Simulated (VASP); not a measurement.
# SrO (P6_3mc) in VASP: notebook

The runs below take SrO through single point, with PBE.

Everything below comes from runs of VASP 6.6.1. Logs are shortened: lines on timing, memory, paths and dates and some standing lists are left out, and cuts for length are marked.

## 1. The cell of the first run

The structure is hexagonal, space group P6_3mc (No. 186). The conventional cell has a = 3.666 Å, b = 3.666 Å, c = 6.399 Å, α = 90.00°, β = 90.00°, γ = 120.00°. Sr (site symmetry 3m) has 6 O at 2.55 to 2.77 Å within 3.4 Å. Within 3.4 Å of O (site symmetry 3m) lie 6 Sr at 2.55 to 2.77 Å and 2 O at 3.20 Å.

## 2. Single point, PBE

INCAR reads:

```
SYSTEM = SrO
PREC = Accurate ; ENCUT = 520
EDIFF = 1E-7 ; ISMEAR = 0
SIGMA = 0.05 ; LREAL = .False.
LASPH = .True. ; NELM = 100
ALGO = Normal ; ISIF = 2
LWAVE = .False. ; LCHARG = .False.
GGA = PE ; NBANDS = 24
```

KPOINTS reads:

```
Automatic mesh
0
Gamma
  9 9 4
  0 0 0
```

POSCAR reads:

```
SrO
1.0
    3.6663715749      0.0000000000      0.0000000000
   -1.8331857875      3.1751709235      0.0000000000
    0.0000000000      0.0000000000      6.3986871764
Sr O
2 2
Direct
    0.3333333333      0.6666666667      0.2543289672
    0.6666666667      0.3333333333      0.7543289672
    0.0000000000      0.0000000000     -0.0237079882
    0.0000000000      0.0000000000      0.4762920118
```

Potentials or basis: VASP PAW PBE potentials, release 64 (Sr_sv, O).

Command:

```sh
> cat potpaw_PBE.64/Sr_sv/POTCAR potpaw_PBE.64/O/POTCAR > POTCAR
> mpirun -np 1 vasp_std > vasp.out
```

OUTCAR:

```text
SYSTEM = SrO
   PREC = Accurate
   ENCUT = 520
   EDIFF = 1E-7
   ISMEAR = 0
   LREAL = .False.
   LASPH = .True.
   NELM = 100
   ISIF = 2
   GGA = PE

 ion  position               nearest neighbor table
   1  0.333  0.667  0.254-   4 2.55   4 2.55   4 2.55   3 2.77   3 2.77   3 2.77   2 3.84   2 3.84
                             2 3.84   2 3.84   2 3.84   2 3.84
   2  0.667  0.333  0.754-   3 2.55   3 2.55   3 2.55   4 2.77   4 2.77   4 2.77   1 3.84   1 3.84
                             1 3.84   1 3.84   1 3.84   1 3.84
   3  0.000  0.000  0.976-   2 2.55   2 2.55   2 2.55   1 2.77   1 2.77   1 2.77
   4  0.000  0.000  0.476-   1 2.55   1 2.55   1 2.55   2 2.77   2 2.77   2 2.77

  LATTYP: Found a hexagonal cell.
 ALAT       =     3.6663715749
 C/A-ratio  =     1.7452369586

  Lattice vectors:

 A1 = (   3.6663715749,   0.0000000000,   0.0000000000)
 A2 = (  -1.8331857875,   3.1751709235,   0.0000000000)
 A3 = (   0.0000000000,   0.0000000000,   6.3986871764)

Analysis of symmetry for initial positions (statically):
=====================================================================
 Subroutine PRICEL returns:
 Original cell was already a primitive cell.

 Routine SETGRP: Setting up the symmetry group for a
 hexagonal supercell.

 Subroutine GETGRP returns: Found 12 space group operations
 (whereof  6 operations were pure point group operations)
 out of a pool of 24 trial point group operations.

The static configuration has the point symmetry C_3v.
 The point group associated with its full space group is C_6v.

Analysis of symmetry for dynamics (positions and initial velocities):
=====================================================================
 Subroutine PRICEL returns:
 Original cell was already a primitive cell.

 Routine SETGRP: Setting up the symmetry group for a
 hexagonal supercell.

 Subroutine GETGRP returns: Found 12 space group operations
 (whereof  6 operations were pure point group operations)
 out of a pool of 24 trial point group operations.

The dynamic configuration has the point symmetry C_3v.
 The point group associated with its full space group is C_6v.

 Subroutine INISYM returns: Found 12 space group operations
 (whereof  6 operations are pure point group operations),
 and found     1 'primitive' translations

[... 91 lines left out ...]
   ICHARG =      2    charge: 1-file 2-atom 10-const
   ISPIN  =      1    spin polarized calculation?
   LNONCOLLINEAR =      F non collinear calculations
   LSORBIT =      F    spin-orbit coupling
   LASPH  =      T    aspherical Exc in radial PAW
   ENCUT  =  520.0 eV  38.22 Ry    6.18 a.u.   6.82  6.82 11.90*2*pi/ulx,y,z
   NELM   =    100;   NELMIN=  2; NELMDL= -5     # of ELM steps
   EDIFF  = 0.1E-06   stopping-criterion for ELM
   LREAL  =      F    real-space projection
   EDIFFG = 0.1E-05   stopping-criterion for IOM
   NSW    =      0    number of steps for IOM
   IBRION =     -1    ionic relax: 0-MD 1-quasi-New 2-CG
   NFREE  =      0    steps in history (QN), initial steepest desc. (CG)
   ISIF   =      2    stress and relaxation
   ISYM   =      2    0-nonsym 1-usesym 2-fastsym
   POTIM  = 0.5000    time-step for ionic-motion
   TEBEG  =    0.0;   TEEND  =   0.0 temperature during run
   PSTRESS=    0.0 pullay stress
   NELECT =      32.0000    total number of electrons
   NUPDOWN=      -1.0000    fix difference up-down
   EMIN   =  10.00;   EMAX   =-10.00  energy-range for DOS
   EFERMI =   0.00;   METHOD = LEGACY
   ISMEAR =     0;   SIGMA  =   0.05  broadening in eV -4-tet -1-fermi 0-gaus
   EFERMI_NEDOS =   21; number of points for ismear=-14 and -15
   IALGO  =     38    algorithm
   IMIX   =      4    mixing-type and parameters
     AMIX     =   0.40;   BMIX     =  1.00
     AMIX_MAG =   1.60;   BMIX_MAG =  1.00
  volume/ion in A,a.u.               =      18.62       125.67
  Fermi-wavevector in a.u.,A,eV,Ry     =   1.235265  2.334312 20.760840  1.525879
  Thomas-Fermi vector in A             =   2.369921
   LORBIT       =      0    0 simple, 1 ext, 2 COOP (PROOUT), +10 PAW based schemes
   GGA     = PE    functional components
   LHFCALC =     F    Hartree Fock is set to
   AEXX    =    0.0000 exact exchange contribution
   IVDW    =     0    specifies the selected vdW correction
   LEPSILON=     F    determine dielectric tensor
   LRPA    =     F    only Hartree local field effects (RPA)
 non-spin polarized calculation
 Gauss-broadening in eV      SIGMA  =   0.05
  energy-cutoff  :      520.00
  volume of cell :       74.49
 maximum number of plane-waves:      2024
 NGX is ok and might be reduce to    28
   NGX = 13   NGY = 13   NGZ = 23

 number of electron      31.9999993 magnetization

 Free energy of the ion-electron system (eV)
  ---------------------------------------------------
  ext. energy  EPLUGINS =         0.00000000
  ---------------------------------------------------
  free energy    TOTEN  =       -23.63705896 eV

  energy without entropy =      -23.63705896  energy(sigma->0) =      -23.63705896

 E-fermi :   1.9044     XC(G=0):  -9.5878

 val. band max:        1.6366189528   @ k =   0.0000   0.0000   0.0000
 cond. band min:       4.3145667291   @ k =   0.0000   0.0000   0.0000
 fundamental gap:      2.6779477763
 Fermi energy:         1.9044314797

 k-point     1 :       0.0000    0.0000    0.0000
  band No.  band energies     occupation
      1     -31.4848      2.00000
      2     -31.4138      2.00000
      3     -15.0803      2.00000
      4     -13.7889      2.00000
      5     -13.2421      2.00000
      6     -13.2421      2.00000
[... 637 lines left out ...]
     23      10.8830      0.00000
     24      10.8835      0.00000

 [... further k-points ...]
[... 5 lines left out ...]
  --------------------------------------------------------------------------------------
  -------------------------------------------------------------------------------------
  Total       -1.7755844     -1.7755844     -2.0286665      0.0000000      0.0000000     -0.0000000
  in kB      -38.1906845    -38.1906845    -43.6341755      0.0000000      0.0000000     -0.0000000
  external PRESSURE =     -40.0051815 kB  Pullay stress =       0.0000000 kB

 VOLUME and BASIS-vectors are now :
 -----------------------------------------------------------------------------
  energy-cutoff  :      520.00
  volume of cell :       74.49
      direct lattice vectors                 reciprocal lattice vectors
     3.666371575  0.000000000  0.000000000     0.272749223  0.157471838  0.000000000
    -1.833185787  3.175170924  0.000000000     0.000000000  0.314943675  0.000000000
     0.000000000  0.000000000  6.398687176     0.000000000  0.000000000  0.156282058

 POSITION                                       TOTAL-FORCE (eV/Angst)
 -----------------------------------------------------------------------------------
     -0.00000      2.11678      1.62737         0.000000     -0.000000     -0.221664
      1.83319      1.05839      4.82672        -0.000000      0.000000     -0.221664
      0.00000      0.00000      6.24699         0.000000      0.000000      0.221664
      0.00000      0.00000      3.04764         0.000000      0.000000      0.221664
 -----------------------------------------------------------------------------------
    total drift:                               -0.000000     -0.000000     -0.001283

  FREE ENERGIE OF THE ION-ELECTRON SYSTEM (eV)
  ---------------------------------------------------
  free  energy   TOTEN  =       -23.6370589622 eV

  energy  without entropy=      -23.6370589622  energy(sigma->0) =      -23.63705896
```

OSZICAR:

```text
N       E                     dE             d eps       ncg     rms          rms(c)
DAV:   1     0.171710472413E+03    0.17171E+03   -0.15869E+04  1728   0.124E+03
DAV:   2    -0.171061157520E+02   -0.18882E+03   -0.17757E+03  2368   0.281E+02
DAV:   3    -0.280983800768E+02   -0.10992E+02   -0.10926E+02  2704   0.598E+01
DAV:   4    -0.283765896241E+02   -0.27821E+00   -0.27812E+00  2352   0.775E+00
DAV:   5    -0.283791050577E+02   -0.25154E-02   -0.25154E-02  2464   0.814E-01    0.203E+01
DAV:   6    -0.239023837943E+02    0.44767E+01   -0.21026E+01  1896   0.242E+01    0.239E+01
DAV:   7    -0.237075806492E+02    0.19480E+00   -0.16985E+00  2504   0.712E+00    0.152E+01
DAV:   8    -0.236420764133E+02    0.65504E-01   -0.59349E-01  1816   0.516E+00    0.167E+00
DAV:   9    -0.236337056141E+02    0.83708E-02   -0.50696E-02  2640   0.154E+00    0.495E-01
DAV:  10    -0.236363095403E+02   -0.26039E-02   -0.63818E-03  2104   0.436E-01    0.150E-01
DAV:  11    -0.236369662118E+02   -0.65667E-03   -0.15919E-03  2000   0.219E-01    0.452E-02
DAV:  12    -0.236370533379E+02   -0.87126E-04   -0.16025E-04  2280   0.737E-02    0.428E-02
DAV:  13    -0.236370591650E+02   -0.58270E-05   -0.12611E-05  1984   0.245E-02    0.114E-02
DAV:  14    -0.236370592686E+02   -0.10369E-06   -0.34119E-06  2296   0.111E-02    0.686E-03
DAV:  15    -0.236370589672E+02    0.30148E-06   -0.34847E-07  2032   0.307E-03    0.909E-04
DAV:  16    -0.236370589622E+02    0.49540E-08   -0.21692E-08  1344   0.985E-04
   1 F= -.23637059E+02 E0= -.23637059E+02  d E =-.309861E-16
```

Run time: 51 s. Hardware: 1 thread of Intel Xeon 6975P-C, shared host; peak memory 0.22 GiB.

Results:

- Free energy: -23.6371 eV
- Pressure: -4.0 GPa
- Largest force: 0.222 eV/Å
- Band gap on the k mesh: 2.68 eV, direct

Forces in eV/Å, atoms in the order of the input:
```
Sr   0.000  0.000 -0.222
Sr   0.000  0.000 -0.222
O    0.000  0.000  0.222
O    0.000  0.000  0.222
```

## 3. Single point, PBE

INCAR reads:

```
PREC = Accurate
ENCUT = 520
EDIFF = 1E-6
ISMEAR = 0
SIGMA = 0.05
LREAL = False
LASPH = True
NELM = 100
ALGO = Normal
ISIF = 2
LWAVE = False
LCHARG = True
GGA = PE
LELF = True
LVHAR = True
NBANDS = 24
```

KPOINTS reads:

```
regular mesh
0
Gamma
  9 9 4
```

POSCAR reads:

```
SrO
1.0
    3.6663715749      0.0000000000      0.0000000000
   -1.8331857875      3.1751709235      0.0000000000
    0.0000000000      0.0000000000      6.3986871764
Sr O
2 2
Direct
    0.3333333333      0.6666666667      0.2534631737
    0.6666666667      0.3333333333      0.7534631737
    0.0000000000      0.0000000000     -0.0189663906
    0.0000000000      0.0000000000      0.4810336094
```

Potentials or basis: VASP PAW PBE potentials, release 64 (Sr_sv, O).

Command:

```sh
> cat potpaw_PBE.64/Sr_sv/POTCAR potpaw_PBE.64/O/POTCAR > POTCAR
> mpirun -np 1 vasp_std > vasp.out
```

It took 46 s on 1 thread of Intel Xeon 6975P-C, shared host; peak memory 0.21 GiB.

It converged, with:

* Free energy: -23.6511 eV
* Pressure: -4.3 GPa
* Largest force: 0.172 eV/Å
* Band gap on the k mesh: 2.64 eV, direct

Forces in eV/Å, atoms in the order of the input:
```
Sr   0.000  0.000 -0.172
Sr   0.000  0.000 -0.172
O    0.000  0.000  0.172
O    0.000  0.000  0.172
```

Stress tensor (GPa, compression positive):
```
-4.06  0.00  0.00
 0.00 -4.06  0.00
 0.00  0.00 -4.70
```

Levels at points of the mesh, in eV from the valence-band top:
| k point | band 13 | band 14 | band 15 | band 16 | band 17 | band 18 | band 19 | band 20 |
| --- | --- | --- | --- | --- | --- | --- | --- | --- |
| (0.00, 0.00, 0.00) | -0.87 | -0.63 | -0.63 | 0.00 | 2.64 | 4.87 | 5.24 | 6.08 |
| (0.00, 0.00, 0.50) | -0.77 | -0.77 | -0.77 | -0.77 | 4.27 | 4.27 | 5.76 | 5.76 |

## 4. Single point, PBE

This run uses another cell than the first one, of 16.87 Å³/atom, 0.906 times its volume.

INCAR reads:

```
PREC = Accurate ; ENCUT = 520
EDIFF = 1E-6 ; ISMEAR = 0
SIGMA = 0.05 ; LREAL = F
LASPH = T ; NELM = 100
ALGO = Normal ; ISIF = 2
LWAVE = F ; LCHARG = F
GGA = PE ; NBANDS = 24
```

KPOINTS is that of step 3.

POSCAR reads:

```
SrO
1.0
    3.5472592105      0.0000000000      0.0000000000
   -1.7736296053      3.0720165901      0.0000000000
    0.0000000000      0.0000000000      6.1908078759
Sr O
2 2
Direct
    0.3333333333      0.6666666667      0.2543289672
    0.6666666667      0.3333333333      0.7543289672
    0.0000000000      0.0000000000     -0.0237079882
    0.0000000000      0.0000000000      0.4762920118
```

Command:

```sh
> cat potpaw_PBE.64/Sr_sv/POTCAR potpaw_PBE.64/O/POTCAR > POTCAR
> mpirun -np 1 vasp_std > vasp.out
```

Wall time 63 s (1 thread of Intel Xeon 6975P-C, shared host); peak memory 0.21 GiB.

Results (log left out):

```yaml
Free_energy: -23.6533 eV
Pressure: 3.7 GPa
Largest_force: 0.451 eV/Å
Band_gap_on_the_k_mesh: 3.25 eV, direct
```

Forces on the atoms (eV/Å):
```
Sr   0.000  0.000 -0.451
Sr   0.000  0.000 -0.451
O    0.000  0.000  0.451
O    0.000  0.000  0.451
```

Stress tensor (GPa, compression positive):
```
3.64 0.00 0.00
0.00 3.64 0.00
0.00 0.00 3.88
```

Levels at points of the mesh, in eV from the valence-band top:
```tsv
k point	band 14	band 15	band 16	band 17	band 18	band 19
(0.00, 0.00, 0.00)	-0.73	-0.73	0.00	3.25	5.22	5.53
(0.00, 0.00, 0.50)	-0.88	-0.88	-0.88	4.85	4.85	6.23
```

A k mesh can miss the band edges. PBE gaps usually lie below the measured ones, often by a third to a half.

## 5. Single point, PBE

This run uses another cell than the first one, of 16.87 Å³/atom, 0.906 times its volume.

INCAR reads:

```
PREC     = Accurate       # precision mode
ENCUT    = 520            # plane-wave cutoff, eV
EDIFF    = 1E-6           # SCF threshold, eV
ISMEAR   = 0              # smearing method
SIGMA    = 0.05           # smearing width, eV
LREAL    = F              # projectors in reciprocal space
LASPH    = T              # aspherical terms in the spheres
NELM     = 60             # most SCF steps
ALGO     = Normal         # electronic algorithm
ISIF     = 2              # what is computed and relaxed
LWAVE    = F              # write WAVECAR
LCHARG   = T              # write CHGCAR
GGA      = PE             # functional
LELF     = T              # ELF
LVHAR    = T            
NBANDS   = 24             # bands
```

KPOINTS reads:

```
Automatic mesh
0
Gamma
  9 9 4
```

POSCAR reads:

```
SrO
1.0
    3.5472592105      0.0000000000      0.0000000000
   -1.7736296053      3.0720165901      0.0000000000
    0.0000000000      0.0000000000      6.1908078759
Sr O
2 2
Direct
    0.3333333333      0.6666666667      0.2534631737
    0.6666666667      0.3333333333      0.7534631737
    0.0000000000      0.0000000000     -0.0189663906
    0.0000000000      0.0000000000      0.4810336094
```

Command:

```sh
> cat potpaw_PBE.64/Sr_sv/POTCAR potpaw_PBE.64/O/POTCAR > POTCAR
> mpirun -np 1 vasp_std > vasp.out
```

Wall time 48 s (1 thread of Intel Xeon 6975P-C, shared host); peak memory 0.21 GiB.

The run converged. Its results:

| Property | Result |
| --- | --- |
| Free energy | -23.6812 eV |
| Pressure | 3.4 GPa |
| Largest force | 0.354 eV/Å |
| Band gap on the k mesh | 3.20 eV, direct |

Forces on the atoms (eV/Å):
```
Sr   0.000  0.000 -0.354
Sr   0.000  0.000 -0.354
O    0.000  0.000  0.354
O    0.000  0.000  0.354
```

Stress tensor (GPa, compression positive):
```
3.26 0.00 0.00
0.00 3.26 0.00
0.00 0.00 3.55
```

Levels at points of the mesh, in eV from the valence-band top:
```
           k point  band 14  band 15  band 16  band 17  band 18  band 19
(0.00, 0.00, 0.00)    -0.76    -0.76     0.00     3.20     5.15     5.39
(0.00, 0.00, 0.50)    -0.91    -0.91    -0.91     4.80     4.80     6.14
```

A k mesh can miss the band edges.
